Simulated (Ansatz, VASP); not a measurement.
BN: VASP beside Ansatz

Contents of INCAR:

```
ALGO = Normal
EDIFF = 1E-7
ENCUT = 520
GGA = PE
ISIF = 2
ISMEAR = -1
LASPH = T
LCHARG = F
LREAL = F
LWAVE = F
NBANDS = 11
NELM = 100
PREC = Accurate
SIGMA = 0.02
```

Contents of KPOINTS:

```
k-points
0
Gamma
  11 11 11
```

Contents of POSCAR:

```
BN
1.0
    0.0000000000      1.8371364149      1.8371364149
    1.8371364149      0.0000000000      1.8371364149
    1.8371364149      1.8371364149      0.0000000000
B N
1 1
Direct
    0.0000000000      0.0000000000      0.0000000000
    0.7500000000      0.7500000000      0.7500000000
```

Input for Ansatz:

```yaml
crystal:
  lattice:
    - [0.0, 1.8371364149, 1.8371364149]
    - [1.8371364149, 0.0, 1.8371364149]
    - [1.8371364149, 1.8371364149, 0.0]
  atoms:
    - { symbol: B, position: [0.0, 0.0, 0.0] }
    - { symbol: "N", position: [0.75, 0.75, 0.75] }
kpoints:
  mp_grid: { grid: [11, 11, 11] }
scf:
  occupations: { method: fermi_dirac, width: 0.02 }
hamiltonian:
  xc: pbe
  pseudopotentials: { kind: all_electron, lapw: { basis_error: 0.0005 } }
output:
  forces: true
  stress: true
  eigenvalues: true
```

Change from the starting cell: volume scaled by 1.05.

Alike in both runs: task single point; functional PBE; k mesh 11 × 11 × 11; occupations fermi-dirac, width 0.02 eV; no spin polarisation.

|  | VASP | Ansatz |
| --- | --- | --- |
| version | VASP 6.6.1 | Ansatz 0.2.0 |
| potentials or method | VASP PAW PBE potentials, release 64 (B, N), cutoff 520 eV | all-electron LAPW, scalar-relativistic |

|  | VASP | Ansatz | Ansatz less VASP |
| --- | --- | --- | --- |
| gap on the k mesh at the Fermi level (eV) | 4.50 | 4.51 | +0.007 |
| pressure (GPa) | -13.9 | -14.1 | -0.14 |

Ansatz ran all-electron here, and VASP with PAW potentials.
